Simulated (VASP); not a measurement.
A run of VASP 6.6.1 is set up as follows.

Contents of INCAR:

```
SYSTEM = Si
PREC = Accurate
ENCUT = 520
EDIFF = 1E-6
ISMEAR = 0
SIGMA = 0.01
LREAL = .FALSE.
LASPH = .TRUE.
NELM = 60
ALGO = Normal
ISIF = 2
LWAVE = .FALSE.
LCHARG = .FALSE.
GGA = PE
NBANDS = 16
```

File KPOINTS:

```
Automatic mesh
0
G
  12 12 4
  0 0 0
```

File POSCAR:

```
Si
1.0
    3.8321295316      0.0000000000      0.0000000000
   -1.9160647658      3.3187215249      0.0000000000
    0.0000000000      0.0000000000      6.3412168979
Si
4
Direct
    0.3333333333      0.6666666667      0.0005609416
    0.6666666667      0.3333333333      0.5005609416
    0.3333333333      0.6666666667      0.3744390584
    0.6666666667      0.3333333333      0.8744390584
```

Potentials or basis: VASP PAW PBE potentials, release 64 (Si).

Run with:

```sh
$ cat potpaw_PBE.64/Si/POTCAR > POTCAR
$ mpirun -np 1 vasp_std > vasp.out
```

Problem. Estimate the pressure.

Solution. 1.2 GPa.

Problem. Estimate the band gap on the k mesh.

Solution. 0.43 eV (least direct gap 1.04 eV).

Problem. What does it give for the largest force?

Solution. 0.003 eV/Å.

Forces in eV/Å, atoms in the order of the input:
```
Si   0.000  0.000 -0.003
Si   0.000  0.000 -0.003
Si   0.000  0.000  0.003
Si   0.000  0.000  0.003
```

A k mesh can miss the band edges.
